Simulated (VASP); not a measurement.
**Al16HRu16 (a cell with a defect): single point with PBE**

The system is Al16HRu16 (a cell with a defect).

```xyz
33
Lattice="0.0000 6.0069 6.0069 6.0069 0.0000 6.0069 6.0069 6.0069 0.0000" Properties=species:S:1:pos:R:3 pbc="T T T"
Al   -0.0089   -0.0004    0.0225
Al    2.9959    3.0016    2.9989
Al    2.9959    3.0016    0.0056
Al    5.9980    6.0064    2.9819
Al    2.9956    0.0005    3.0040
Al    5.9976    3.0017    6.0045
Al    5.9970    3.0020    3.0040
Al    9.0029    6.0068    6.0044
Al   -0.0093    3.0016    3.0070
Al    2.9957    6.0074    6.0074
Al    2.9961    6.0068    3.0071
Al    5.9971    9.0088    6.0074
Al    2.9914    3.0062    6.0276
Al    5.9697    6.0342    9.2018
Al    5.9697    6.0340    5.8162
Al    8.9983    9.0131    8.9907
Ru    1.4970    1.5048    1.5022
Ru    4.4853    4.4938    4.4947
Ru    4.4930    4.5008    1.5022
Ru    7.5108    7.5193    4.4949
Ru    4.4776    1.5202    4.5246
Ru    7.4998    4.5047    7.5092
Ru    7.5070    4.4976    4.4936
Ru   10.5012    7.5103    7.5091
Ru    1.5001    4.4977    4.5178
Ru    4.5080    7.4967    7.5092
Ru    4.4776    7.5271    4.4868
Ru    7.5022   10.5093    7.5091
Ru    4.5170    4.5269    7.5092
Ru    7.5108    7.5193   10.5234
Ru    7.4777    7.4876    7.5092
Ru   10.4922   10.5007   10.5235
H     6.2771    5.7287    7.5093
```

| Quantity | Value |
| --- | --- |
| Program | VASP 6.6.1 |
| Task | single point |
| Functional | PBE |
| Potentials or basis | VASP PAW PBE potentials, release 64 (Al, Ru_pv, H) |
| Cutoff | 520 eV |
| k mesh | 1 × 1 × 1 |
| Occupations | methfessel-paxton, width 0.1 eV |
| Spin | no spin polarisation |

```json
{
  "Pressure": "-3.7 GPa",
  "Largest force": "0.011 eV/Å",
  "Band gap on the k mesh": "zero (an odd number of electrons rules out a gap without spin polarisation)"
}
```

Forces in eV/Å, atoms in the order of the input:
```
Al   0.001  0.001 -0.002
Al  -0.002  0.002 -0.003
Al  -0.002  0.003  0.003
Al   0.001  0.001  0.003
Al  -0.001  0.002  0.000
Al   0.001 -0.001 -0.001
Al   0.001  0.001  0.000
Al  -0.002  0.001  0.000
Al   0.002  0.000  0.002
Al  -0.001  0.001  0.000
Al  -0.002  0.001  0.000
Al   0.001  0.001  0.000
Al   0.002 -0.001 -0.005
Al   0.003  0.002 -0.001
Al   0.004  0.003  0.006
Al   0.002 -0.001  0.005
Ru   0.000 -0.002  0.000
Ru  -0.002 -0.004 -0.002
Ru   0.001 -0.001  0.000
Ru   0.001 -0.002  0.000
Ru  -0.003  0.002  0.004
Ru   0.008 -0.007  0.000
Ru   0.001 -0.001  0.001
Ru   0.001 -0.002  0.000
Ru   0.000 -0.001 -0.002
Ru  -0.001  0.000 -0.001
Ru  -0.003  0.001 -0.004
Ru   0.000  0.000  0.000
Ru  -0.004 -0.003  0.000
Ru   0.001 -0.002 -0.001
Ru  -0.001 -0.001  0.000
Ru  -0.002 -0.003  0.001
H   -0.005  0.010 -0.002
```

Stress tensor (GPa, compression positive):
```
-4.15 -0.21  0.00
-0.21 -4.15  0.00
 0.00  0.00 -2.87
```

Levels at points of the mesh, in eV from the Fermi level:
```csv
k point,band 134,band 135,band 136,band 137,band 138,band 139
"(0.00, 0.00, 0.00)",-1.21,-1.18,-0.02,0.01,0.01,0.22
```

Wall time 3.7 min on 1 thread of AMD EPYC 7R43 64-Core Processor (Zen 3), with other jobs on the host, peak memory 0.5 GiB.

Caveat: the k points lie up to 0.91 Å⁻¹ apart, too coarse for converged energies and pressures of a metal.
